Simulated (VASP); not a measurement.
BeZn3Se4, 8 atoms in the cell. It takes space group Pmm2 (No. 25, orthorhombic). Conventional cell: a = 3.949 Å, b = 7.939 Å, c = 5.572 Å, α = 90.00°, β = 90.00°, γ = 90.00°. Be (site symmetry mm2) has 4 Se at 2.25 to 2.32 Å within 3.0 Å. Zn (site symmetry mm2) has 4 Se at 2.46 to 2.49 Å within 3.2 Å. Zn (site symmetry m) has 4 Se at 2.46 to 2.48 Å within 3.2 Å. Within 3.0 Å of Se (site symmetry m) lie 1 Be at 2.25 Å and 3 Zn at 2.46 to 2.49 Å. Se (site symmetry mm2) has 4 Zn at 2.46 Å within 3.2 Å. Within 3.1 Å of Se (site symmetry mm2) lie 2 Be at 2.32 Å and 2 Zn at 2.48 Å. 

- Program: VASP 6.6.1
- Task: single point
- Functional: PBE
- Potentials or basis: VASP PAW PBE potentials, release 64 (Be, Zn, Se)
- Cutoff: 520 eV
- k mesh: 4 × 2 × 4
- Occupations: gaussian, width 0.1 eV
- Spin: no spin polarisation
- Dipole correction: no
- Further INCAR settings: ALGO = Normal; EDIFF = 1e-06; NBANDS = 41

Potentials or basis: VASP PAW PBE potentials, release 64 (Be, Zn, Se).

The run is started by

```sh
$ cat potpaw_PBE.64/Be/POTCAR potpaw_PBE.64/Zn/POTCAR potpaw_PBE.64/Se/POTCAR > POTCAR
$ mpirun -np 1 vasp_std > vasp.out
```

Hardware: 1 thread of Intel Xeon 8259CL, with other jobs on the host.

How long does it take, and how much memory?

Wall time 4.5 min on 1 thread of Intel Xeon 8259CL (shared host), peak memory 0.32 GiB. Counts: scf iterations 15, k points 18.
